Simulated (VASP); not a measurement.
Write the native input for VASP 6.6.1 that does the following.

```yaml
Task: single point
Functional: revPBE
Potentials_or_basis: VASP PAW PBE potentials, release 64 (Au)
Cutoff: 520 eV
k_mesh: 14 × 14 × 7
Occupations: fermi-dirac, width 0.1 eV
Spin: no spin polarisation
Dipole_correction: no
Further_INCAR_settings: ALGO = Normal; EDIFF = 1e-06; NBANDS = 18
```

The structure of Au lies in POSCAR:

```
Au
1.0
    3.0479982429      0.0000000000      0.0000000000
   -1.5239991214      2.6396439090      0.0000000000
    0.0000000000      0.0000000000      5.1124219711
Au
2
Direct
    0.3333333333      0.6666666667      0.2500000000
    0.6666666667      0.3333333333      0.7500000000
```

This cell differs from its parent crystal: volume scaled by 1.12.

These files were run (other wordings do the same):

INCAR

```
ALGO = Normal
EDIFF = 1E-6
ENCUT = 520
GGA = RE
ISIF = 2
ISMEAR = -1
LASPH = True
LCHARG = False
LREAL = False
LWAVE = False
NBANDS = 18
NELM = 60
PREC = Accurate
SIGMA = 0.1
```

KPOINTS

```
k-points
0
Gamma
  14 14 7
```

Potentials or basis: VASP PAW PBE potentials, release 64 (Au).

Launch:

```sh
$ cat potpaw_PBE.64/Au/POTCAR > POTCAR
$ mpirun -np 1 vasp_std > vasp.out
```

Results of the run:

```
Pressure               : -9.9 GPa
Band gap on the k mesh : zero (band 11 reaches 9.56 eV, above the bottom of band 12 at 4.47 eV)
```

Caveat: the PAW data sets were made with another functional, which shifts forces and pressure a little; spin-orbit coupling is left out, which moves the levels of the heavy elements.

It took 16 s on 1 thread of Intel(R) Xeon(R) 6975P-C (Granite Rapids), with other jobs on the host, peak memory 0.2 GiB.
